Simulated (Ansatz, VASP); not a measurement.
# SnO2 in VASP and in Ansatz

```
CELL_PARAMETERS angstrom
4.73735 0.00000 0.00000
0.00000 4.73735 0.00000
0.00000 0.00000 3.18640
ATOMIC_POSITIONS crystal
Sn 0.00000 0.00000 0.00000
Sn 0.50000 0.50000 0.50000
O 0.30562 0.30562 0.00000
O 0.19438 0.80562 0.50000
O 0.69438 0.69438 0.00000
O 0.80562 0.19438 0.50000
```

Alike in both runs: task electric field gradients; functional PBE; k mesh 4 × 4 × 6; occupations fermi-dirac, width 0.01 eV; no spin polarisation.

|  | VASP | Ansatz |
| --- | --- | --- |
| version | VASP 6.6.1 | Ansatz 0.2.0 |
| potentials or method | VASP PAW PBE potentials, release 64 (Sn_d, O), cutoff 520 eV | all-electron PAW with datasets made for the crystal, scalar-relativistic |

Ansatz gave:

```
gap on the k mesh at the Fermi level (eV)                     : 1.26
pressure (GPa)                                                : 10.7
traceless stress, the component that is largest in VASP (GPa) : 1.53
rms of the force components (eV/Å)                            : 0.016
size of Vzz on the site where it differs most (V/Å²)          : 59.2
```

Task: Which values does VASP return?

Result: gap on the k mesh at the Fermi level (eV): 1.24; pressure (GPa): 11.5; traceless stress, the component that is largest in VASP (GPa): 1.75; rms of the force components (eV/Å): 0.024; size of Vzz on the site where it differs most (V/Å²): 56.2.

Atom by atom the forces differ by 0.009 eV/Å (rms over components). Ansatz ran all-electron here, and VASP with PAW potentials.
